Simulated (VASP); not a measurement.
Input of a VASP 6.6.1 run:

File POSCAR:

```
Sb
1.0
   -1.8713408863      1.8713408863      1.8713408863
    1.8713408863     -1.8713408863      1.8713408863
    1.8713408863      1.8713408863     -1.8713408863
Sb
1
Direct
    0.0000000000      0.0000000000      0.0000000000
```

File INCAR.step1:

```
PREC = Accurate
ENCUT = 400
EDIFF = 1E-5
ISMEAR = -1
SIGMA = 0.05
LREAL = False
LASPH = True
NELM = 120
ALGO = Normal
ISIF = 2
LWAVE = True
LCHARG = False
NBANDS = 14
GGA = PE
GGA_COMPAT = False
```

File INCAR.step2:

```
PREC = Accurate
ENCUT = 400
EDIFF = 1E-6
ISMEAR = -1
SIGMA = 0.05
LREAL = False
LASPH = True
NELM = 120
ALGO = Normal
ISIF = 2
LWAVE = False
LCHARG = False
GGA = PS
LHFCALC = True
AEXX = 0.25
PRECFOCK = Normal
NBANDS = 14
ISTART = 1
GGA_COMPAT = False
```

The input KPOINTS:

```
regular mesh
0
Gamma
  5 5 5
```

Potentials or basis: VASP PAW PBE potentials, release 64 (Sb_d_GW).

Run with:

```bash
$ cat potpaw_PBE.64/Sb_d_GW/POTCAR > POTCAR
$ cp INCAR.step1 INCAR
$ mpirun -np 1 vasp_std > vasp.out
$ cp INCAR.step2 INCAR
$ mpirun -np 1 vasp_std > vasp.out
```

(1) What does it give for the pressure?

(2) Estimate the band gap on the k mesh.

Results:

(1) -4.6 GPa.

(2) zero (an odd number of electrons rules out a gap without spin polarisation).

Caveat: the k points lie up to 0.47 Å⁻¹ apart, too coarse for converged energies and pressures of a metal; the PAW data sets were made with another functional, which shifts forces and pressure a little; spin-orbit coupling is left out, which moves the levels of the heavy elements; an odd number of electrons without spin polarisation forces a metal; a magnetic or distorted state may lie lower.
